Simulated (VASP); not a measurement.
Wanted: the native input for a VASP 6.6.1 run.

```
Task                   : single point
Functional             : PBEsol
Potentials or basis    : VASP PAW PBE potentials, release 64 (Al, Ni)
Cutoff                 : 520 eV
k mesh                 : 2 × 2 × 2
Occupations            : gaussian, width 0.1 eV
Spin                   : no spin polarisation
Dipole correction      : no
Further INCAR settings : ALGO = Fast; EDIFF = 1e-06; NBANDS = 24
```

The structure of AlNi3 lies in POSCAR:

```
AlNi3
1.0
    0.0000000000      2.7981254236      2.7981254236
    2.7981254236      0.0000000000      2.7981254236
    2.7981254236      2.7981254236      0.0000000000
Al Ni
1 3
Direct
    0.5000000000      0.5000000000      0.5000000000
    0.2500000000      0.2500000000      0.2500000000
    0.0000000000      0.0000000000      0.0000000000
    0.7500000000      0.7500000000      0.7500000000
```

The input as run:

INCAR

```
ALGO = Fast
EDIFF = 1E-6
ENCUT = 520
GGA = PS
ISIF = 2
ISMEAR = 0
LASPH = T
LCHARG = F
LREAL = F
LWAVE = F
NBANDS = 24
NELM = 80
PREC = Accurate
SIGMA = 0.1
```

KPOINTS

```
k-points
0
Gamma
  2 2 2
```

Potentials or basis: VASP PAW PBE potentials, release 64 (Al, Ni).

Command:

```console
$ cat potpaw_PBE.64/Al/POTCAR potpaw_PBE.64/Ni/POTCAR > POTCAR
$ mpirun -np 1 vasp_std > vasp.out
```

Results of the run:

| Item | Value |
| --- | --- |
| Pressure | 0.0 GPa |

Caveat: the k points lie up to 0.97 Å⁻¹ apart; the PAW data sets were made with another functional, which shifts forces and pressure a little.

Wall time 10 s on 1 thread of Intel(R) Xeon(R) Platinum 8259CL CPU @ 2.50GHz (Skylake/Cascade Lake) (shared host), peak memory 0.15 GiB.
